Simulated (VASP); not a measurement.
# Al8N9 (a cell with a defect) in VASP: further runs, part 2 of 2

VASP 6.6.1. The steps go on from the part before.

**3. Single point, PBE, collinear spin**

Contents of INCAR:

```
PREC     = Accurate       # precision mode
ENCUT    = 520            # plane-wave cutoff, eV
EDIFF    = 1E-6           # SCF threshold, eV
ISMEAR   = 0              # smearing method
SIGMA    = 0.01           # smearing width, eV
LREAL    = Auto         
LASPH    = T              # aspherical terms in the spheres
NELM     = 150            # most SCF steps
ALGO     = Normal         # electronic algorithm
ISIF     = 2              # what is computed and relaxed
LWAVE    = F              # write WAVECAR
LCHARG   = T              # write CHGCAR
ISPIN    = 2              # spin polarisation
MAGMOM   = 0.1 0 0.1 0.1 0.1 0.1 0.1 0 0 0 0 0 0.1 0.1 0.1 0 0.1 # initial moments
LORBIT   = 11             # projections on sites
GGA      = PE             # functional
LELF     = T              # ELF
LVHAR    = T            
NBANDS   = 52             # bands
```

Contents of KPOINTS:

```
Automatic mesh
0
Gamma
  4 4 4
```

Contents of POSCAR:

```
Al8N9
1.0
    0.0000000000      0.0000000000      5.0180433219
   -3.1302084199     -5.4216800216      0.0000000000
    6.2604168399      0.0000000000      0.0000000000
Al N
8 9
Direct
    0.4971363544      0.3359143532      0.1679571766
    0.5207632671      0.3333333333      0.6666666667
    0.4971363544      0.8320428234      0.1679571766
    0.4971363544      0.8320428234      0.6640856468
    1.0010501654      0.1656560596      0.8343439404
    1.0010501654      0.1656560596      0.3313121193
    1.0010501654      0.6686878807      0.8343439404
    0.9961058290      0.6666666667      0.3333333333
    0.8702246861      0.3443220993      0.1721610496
    0.8953793240      0.3333333333      0.6666666667
    0.8702246861      0.8278389504      0.1721610496
    0.8702246861      0.8278389504      0.6556779007
    0.3978605715      0.1729546404      0.8270453596
    0.3978605715      0.1729546404      0.3459092808
    0.3978605715      0.6540907192      0.8270453596
    0.3724610517      0.6666666667      0.3333333333
    0.1648085293      0.0000000000      0.0000000000
```

Potentials or basis: VASP PAW PBE potentials, release 64 (Al, N).

On the command line:

```console
cat potpaw_PBE.64/Al/POTCAR potpaw_PBE.64/N/POTCAR > POTCAR
mpirun -np 1 vasp_std > vasp.out
```

OUTCAR:

```text
PREC = Accurate
   ENCUT = 520
   EDIFF = 1E-6
   ISMEAR = 0
   LREAL = Auto
   LASPH = T
   NELM = 150
   ISIF = 2
   ISPIN = 2
   LORBIT = 11
   GGA = PE

 ion  position               nearest neighbor table
   1  0.497  0.336  0.168-   9 1.87  16 1.90  14 1.91  13 1.91  17 2.47   5 3.08   6 3.08   8 3.08
                             8 3.09   3 3.11   4 3.11   5 3.11   6 3.11   2 3.13   2 3.13   3 3.15
   2  0.521  0.333  0.667-  13 1.85  15 1.85  14 1.85  10 1.88   7 3.02   5 3.02   6 3.02   4 3.13
                             1 3.13   3 3.13   3 3.13   4 3.13   1 3.13   7 3.18   5 3.18   6 3.18
   3  0.497  0.832  0.168-  11 1.87  16 1.90  14 1.91  15 1.91  17 2.47   6 3.08   7 3.08   8 3.08
                             8 3.09   1 3.11   4 3.11   6 3.11   7 3.11   2 3.13   2 3.13   1 3.15
   4  0.497  0.832  0.664-  12 1.87  16 1.90  13 1.91  15 1.91  17 2.47   5 3.08   7 3.08   8 3.08
                             8 3.09   1 3.11   3 3.11   5 3.11   7 3.11   2 3.13   2 3.13   1 3.15
   5  0.001  0.166  0.834-  10 1.89  12 1.95   9 1.95  17 1.98  13 1.99   2 3.02   4 3.08   1 3.08
                             4 3.11   1 3.11   7 3.11   6 3.11   8 3.13   8 3.13   7 3.15   6 3.15
   6  0.001  0.166  0.331-  10 1.89  11 1.95   9 1.95  17 1.98  14 1.99   2 3.02   3 3.08   1 3.08
                             3 3.11   1 3.11   7 3.11   5 3.11   8 3.13   8 3.13   7 3.15   5 3.15
   7  0.001  0.669  0.834-  10 1.89  11 1.95  12 1.95  17 1.98  15 1.99   2 3.02   3 3.08   4 3.08
                             3 3.11   4 3.11   5 3.11   6 3.11   8 3.13   8 3.13   5 3.15   6 3.15
   8  0.996  0.667  0.333-   9 1.86  11 1.86  12 1.86  16 1.89   3 3.08   1 3.08   4 3.08   3 3.09
                             1 3.09   4 3.09   6 3.13   7 3.13   5 3.13   5 3.13   6 3.13   7 3.13
   9  0.870  0.344  0.172-   8 1.86   1 1.87   5 1.95   6 1.95
  10  0.895  0.333  0.667-   2 1.88   7 1.89   5 1.89   6 1.89
  11  0.870  0.828  0.172-   8 1.86   3 1.87   6 1.95   7 1.95
  12  0.870  0.828  0.656-   8 1.86   4 1.87   5 1.95   7 1.95
  13  0.398  0.173  0.827-   2 1.85   4 1.91   1 1.91   5 1.99
  14  0.398  0.173  0.346-   2 1.85   3 1.91   1 1.91   6 1.99
  15  0.398  0.654  0.827-   2 1.85   4 1.91   3 1.91   7 1.99
  16  0.372  0.667  0.333-   8 1.89   3 1.90   1 1.90   4 1.90
  17  0.165  0.000  0.000-   5 1.98   7 1.98   6 1.98   1 2.47   3 2.47   4 2.47

  LATTYP: Found a hexagonal cell.
 ALAT       =     6.2604168398
 C/A-ratio  =     0.8015509910

  Lattice vectors:

 A1 = (  -3.1302084199,  -5.4216800216,   0.0000000000)
 A2 = (   6.2604168399,   0.0000000000,   0.0000000000)
 A3 = (   0.0000000000,   0.0000000000,   5.0180433219)

Analysis of symmetry for initial positions (statically):
=====================================================================
 Subroutine PRICEL returns:
 Original cell was already a primitive cell.

 Routine SETGRP: Setting up the symmetry group for a
 hexagonal supercell.

 Subroutine GETGRP returns: Found  6 space group operations
 (whereof  6 operations were pure point group operations)
 out of a pool of 24 trial point group operations.

The static configuration has the point symmetry C_3v.

Analysis of symmetry for dynamics (positions and initial velocities):
=====================================================================
 Subroutine PRICEL returns:
 Original cell was already a primitive cell.

 Routine SETGRP: Setting up the symmetry group for a
 hexagonal supercell.

 Subroutine GETGRP returns: Found  6 space group operations
 (whereof  6 operations were pure point group operations)
 out of a pool of 24 trial point group operations.

The dynamic configuration has the point symmetry C_3v.

[... 148 lines left out ...]
   IMIX   =      4    mixing-type and parameters
     AMIX     =   0.40;   BMIX     =  1.00
     AMIX_MAG =   1.60;   BMIX_MAG =  1.00
  volume/ion in A,a.u.               =      10.02        67.61
  Fermi-wavevector in a.u.,A,eV,Ry     =   1.211344  2.289107 19.964554  1.467353
  Thomas-Fermi vector in A             =   2.346862
   LORBIT       =     11    0 simple, 1 ext, 2 COOP (PROOUT), +10 PAW based schemes
   GGA     = PE    functional components
   LHFCALC =     F    Hartree Fock is set to
   AEXX    =    0.0000 exact exchange contribution
   IVDW    =     0    specifies the selected vdW correction
   LEPSILON=     F    determine dielectric tensor
   LRPA    =     F    only Hartree local field effects (RPA)
 spin polarized calculation
 Gauss-broadening in eV      SIGMA  =   0.01
  energy-cutoff  :      520.00
  volume of cell :      170.32
 maximum number of plane-waves:      4614
 NGX is ok and might be reduce to    40
   NGX = 19   NGY = 23   NGZ = 23

 number of electron      68.9999999 magnetization       3.0005259

 Free energy of the ion-electron system (eV)
  ---------------------------------------------------
  ext. energy  EPLUGINS =         0.00000000
  ---------------------------------------------------
  free energy    TOTEN  =      -119.78600880 eV

  energy without entropy =     -119.78600880  energy(sigma->0) =     -119.78600880

 E-fermi :   7.3555     XC(G=0): -11.0902

 val. band max:        7.3062583364   @ k =   0.0000   0.2500   0.2500
 cond. band min:       7.7750618606   @ k =   0.5000   0.5000   0.0000
 fundamental gap:      0.4688035242
 Fermi energy:         7.3554632090

 spin component 1

 k-point     1 :       0.0000    0.0000    0.0000
  band No.  band energies     occupation
      1     -10.0729      1.00000
      2      -7.5169      1.00000
      3      -7.1274      1.00000
      4      -7.1274      1.00000
      5      -7.0521      1.00000
      6      -6.8304      1.00000
[... 626 lines left out ...]
     45      14.9184      0.00000
     46      15.1217      0.00000
 Fermi energy:         7.3554632090

 spin component 2

 k-point     1 :       0.0000    0.0000    0.0000
  band No.  band energies     occupation
      1      -9.2893      1.00000
      2      -6.9252      1.00000
      3      -6.8440      1.00000
      4      -6.8440      1.00000
      5      -6.7883      1.00000
      6      -6.6042      1.00000
[... 626 lines left out ...]
     45      15.0235      0.00000
     46      15.2215      0.00000
 [bands above 46 left out]

------------------------ aborting loop because EDIFF is reached ----------------------------------------

  FORCE on cell =-STRESS in cart. coord.  units (eV):
  Direction    XX          YY          ZZ          XY          YZ          ZX
  --------------------------------------------------------------------------------------
  -------------------------------------------------------------------------------------
  Total       10.1401171     10.1401171     11.1547134     -0.0000000      0.0000000      0.0000000
  in kB       95.3854238     95.3854238    104.9294653     -0.0000000      0.0000000      0.0000000
  external PRESSURE =      98.5667710 kB  Pullay stress =       0.0000000 kB

 VOLUME and BASIS-vectors are now :
 -----------------------------------------------------------------------------
  energy-cutoff  :      520.00
  volume of cell :      170.32
      direct lattice vectors                 reciprocal lattice vectors
     0.000000000  0.000000000  5.018043322     0.000000000  0.000000000  0.199280862
    -3.130208420 -5.421680022  0.000000000     0.000000000 -0.184444673  0.000000000
     6.260416840  0.000000000  0.000000000     0.159733773 -0.092222337  0.000000000

 POSITION                                       TOTAL-FORCE (eV/Angst)
 -----------------------------------------------------------------------------------
      0.00000     -1.82122      2.49465        -0.000000      0.000213      0.014346
      3.13021     -1.80723      2.61321        -0.000000      0.000000     -0.000532
     -1.55299     -4.51107      2.49465        -0.000185     -0.000107      0.014346
      1.55299     -4.51107      2.49465         0.000185     -0.000107      0.014346
      4.70480     -0.89813      0.00527         0.022724      0.013120     -0.015067
      1.55561     -0.89813      0.00527        -0.022724      0.013120     -0.015067
[... 9 lines left out ...]
     -0.00000     -3.61445      1.86903        -0.000000      0.000000      0.007391
      0.00000      0.00000      0.82702        -0.000000      0.000000      0.010149
 -----------------------------------------------------------------------------------
    total drift:                                0.000003      0.000000     -0.001433

  FREE ENERGIE OF THE ION-ELECTRON SYSTEM (eV)
  ---------------------------------------------------
  free  energy   TOTEN  =      -119.7860088045 eV

  energy  without entropy=     -119.7860088045  energy(sigma->0) =     -119.78600880

 total charge

# of ion       s       p       d       tot
------------------------------------------
    1        0.366   0.432   0.000   0.798
    2        0.386   0.466   0.000   0.852
    3        0.366   0.432   0.000   0.798
    4        0.366   0.432   0.000   0.798
    5        0.354   0.421   0.000   0.774
    6        0.354   0.421   0.000   0.774
[... 9 lines left out ...]
   16        1.224   2.633   0.000   3.857
   17        1.357   2.293   0.000   3.651
--------------------------------------------------
tot         14.147  26.667   0.000  40.814

 magnetization (x)

# of ion       s       p       d       tot
------------------------------------------
    1        0.000   0.000   0.000   0.001
    2        0.018   0.045   0.000   0.063
    3        0.000   0.000   0.000   0.001
    4        0.000   0.000   0.000   0.001
    5       -0.004   0.003   0.000  -0.001
    6       -0.004   0.003   0.000  -0.001
[... 9 lines left out ...]
   16        0.002   0.021   0.000   0.023
   17        0.035   1.215   0.000   1.250
--------------------------------------------------
tot          0.123   2.140   0.000   2.263
```

It took 8.6 min on 1 thread of Intel Xeon Platinum 8488C (Sapphire Rapids), shared host; peak memory 0.43 GiB.

Results:

```yaml
Free_energy: -119.7860 eV
Pressure: 9.9 GPa
Largest_force: 0.030 eV/Å
Band_gap_on_the_k_mesh: 0.47 eV
Net_moment: 3.00 μB per cell
Site_moments: Al +0.00, +0.06, -0.00, +0.01; N +0.12, +0.03, +0.17, +0.02, +1.25 μB
Valence_electrons_inside_the_program's_atomic_spheres: Al 0.80, 0.85, 0.77, 0.84; N 3.85, 3.86, 3.83, 3.65
```

Forces on the atoms (eV/Å):
```
Al   0.000  0.000  0.014
Al   0.000  0.000 -0.001
Al   0.000  0.000  0.014
Al   0.000  0.000  0.014
Al   0.023  0.013 -0.015
Al  -0.023  0.013 -0.015
Al   0.000 -0.026 -0.015
Al   0.000  0.000 -0.005
N    0.000 -0.011  0.005
N    0.000  0.000 -0.005
N    0.010  0.006  0.005
N   -0.010  0.006  0.005
N   -0.003 -0.002 -0.007
N    0.003 -0.002 -0.007
N    0.000  0.003 -0.007
N    0.000  0.000  0.007
N    0.000  0.000  0.010
```

Stress tensor (GPa, compression positive):
```
 9.54  0.00  0.00
 0.00  9.54  0.00
 0.00  0.00 10.49
```

**4. Single point, PBE, collinear spin**

Contents of INCAR:

```
ALGO = Normal ; EDIFF = 1E-7
ENCUT = 520 ; GGA = PE
ISIF = 2 ; ISMEAR = 0
ISPIN = 2 ; LASPH = True
LCHARG = False ; LORBIT = 11
LREAL = Auto ; LWAVE = False
MAGMOM = 0.1 0 0.1 0.1 0.1 0.1 0.1 0 0 0 0 0 0.1 0.1 0.1 0 0.1 ; NBANDS = 52
NELECT = 71.0 ; NELM = 150
PREC = Accurate ; SIGMA = 0.01
```

Contents of KPOINTS:

```
k-points
0
Gamma
  4 4 4
```

Contents of POSCAR:

```
Al8N9
1.0
    0.0000000000      0.0000000000      5.0180433219
   -3.1302084199     -5.4216800216      0.0000000000
    6.2604168399      0.0000000000      0.0000000000
Al N
8 9
Direct
    0.4797879599      0.3266836633      0.1633418317
    0.5552730595      0.3333333333      0.6666666667
    0.4797879599      0.8366581683      0.1633418317
    0.4797879599      0.8366581683      0.6733163367
    1.0172042426      0.1578372800      0.8421627200
    1.0172042426      0.1578372800      0.3156745600
    1.0172042426      0.6843254400      0.8421627200
    0.9722636960      0.6666666667      0.3333333333
    0.8515182809      0.3487368651      0.1743684326
    0.9236084659      0.3333333333      0.6666666667
    0.8515182809      0.8256315674      0.1743684326
    0.8515182809      0.8256315674      0.6512631349
    0.4132677197      0.1801379137      0.8198620863
    0.4132677197      0.1801379137      0.3602758274
    0.4132677197      0.6397241726      0.8198620863
    0.3497348419      0.6666666667      0.3333333333
    0.1621186608      0.0000000000      0.0000000000
```

On the command line:

```console
cat potpaw_PBE.64/Al/POTCAR potpaw_PBE.64/N/POTCAR > POTCAR
mpirun -np 1 vasp_std > vasp.out
```

Wall time 7.5 min (1 thread of Intel Xeon Platinum 8488C (Sapphire Rapids), shared host); peak memory 0.43 GiB.

The run converged. Its results:

```
Free energy                                           : -103.8277 eV
Largest force                                         : 0.019 eV/Å
Net moment                                            : 0.13 μB per cell
Site moments                                          : Al -0.00, +0.00; N +0.01, -0.00, +0.00, +0.06 μB
Valence electrons inside the program's atomic spheres : Al 0.82, 0.95, 0.80, 0.90; N 3.88, 3.86, 3.90, 3.85, 3.91
```

Forces in eV/Å, atoms in the order of the input:
```
Al   0.000  0.003  0.005
Al   0.000  0.000 -0.011
Al  -0.003 -0.002  0.005
Al   0.003 -0.002  0.005
Al  -0.008 -0.005 -0.001
Al   0.008 -0.005 -0.001
Al   0.000  0.010 -0.001
Al   0.000  0.000  0.006
N    0.000  0.001 -0.001
N    0.000  0.000 -0.005
N   -0.001  0.000 -0.001
N    0.001  0.000 -0.001
N    0.007  0.004 -0.004
N   -0.007  0.004 -0.004
N    0.000 -0.008 -0.004
N    0.000  0.000 -0.009
N    0.000  0.000  0.019
```

Levels at points of the mesh, in eV from the Fermi level:
Spin up:
```
           k point  band 33  band 34  band 35  band 36  band 37  band 38  band 39  band 40
(0.00, 0.00, 0.00)    -1.76    -0.77    -0.47    -0.47     2.31     3.67     3.74     3.74
(0.50, 0.00, 0.00)    -2.09    -0.82    -0.56    -0.56     3.40     3.55     3.55     4.17
(0.00, 0.50, 0.00)    -1.92    -0.64    -0.32     0.08     3.97     3.98     4.32     4.64
(0.50, 0.50, 0.00)    -2.14    -1.06    -0.31     0.00     4.05     4.45     4.63     4.76
```
Spin down:
```tsv
k point	band 33	band 34	band 35	band 36	band 37	band 38	band 39	band 40
(0.00, 0.00, 0.00)	-1.74	-0.63	-0.44	-0.44	2.31	3.68	3.74	3.74
(0.50, 0.00, 0.00)	-2.08	-0.67	-0.53	-0.53	3.40	3.55	3.55	4.18
(0.00, 0.50, 0.00)	-1.91	-0.61	-0.29	0.21	3.97	3.98	4.33	4.64
(0.50, 0.50, 0.00)	-2.13	-1.03	-0.29	0.15	4.05	4.45	4.63	4.77
```

Caveat: the cell carries a net charge on a neutralising background, which shifts energy and pressure; the cell is charged against a uniform background, so pressure and absolute levels hang on convention.
